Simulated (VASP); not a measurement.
The system is TePb.

```
CELL_PARAMETERS angstrom
0.04357 3.31141 3.31141
3.31141 0.04357 3.31141
3.31141 3.31141 0.04357
ATOMIC_POSITIONS crystal
Pb 0.00000 0.00000 0.00000
Te 0.50000 0.50000 0.50000
```

This cell differs from its parent crystal: strain along [111] +2.0%.

Base run:

* Program: VASP 6.6.1
* Functional: PBE
* Potentials or basis: VASP PAW PBE potentials, release 64 (Pb_d, Te)
* Cutoff: 520 eV
* k mesh: 4 × 4 × 4
* Occupations: gaussian, width 0.01 eV
* Spin: no spin polarisation

Its results: band gap on the k mesh 0.72 eV, indirect (least direct gap 0.82 eV); pressure -0.2 GPa.

Q: The run is repeated on the same cell with these changes: functional from PBE to r2SCAN; k mesh from 4 × 4 × 4 to 8 × 8 × 8. What comes out?

A: Band gap on the k mesh 1.00 eV, indirect (least direct gap 1.11 eV); pressure -0.8 GPa.

Several settings changed at once, so the effect can't be laid on one alone.

Caveats: spin-orbit coupling is left out, which moves the levels of the heavy elements; the PAW data sets were made with another functional, which shifts forces and pressure a little (some runs).

A k mesh can miss the band edges.
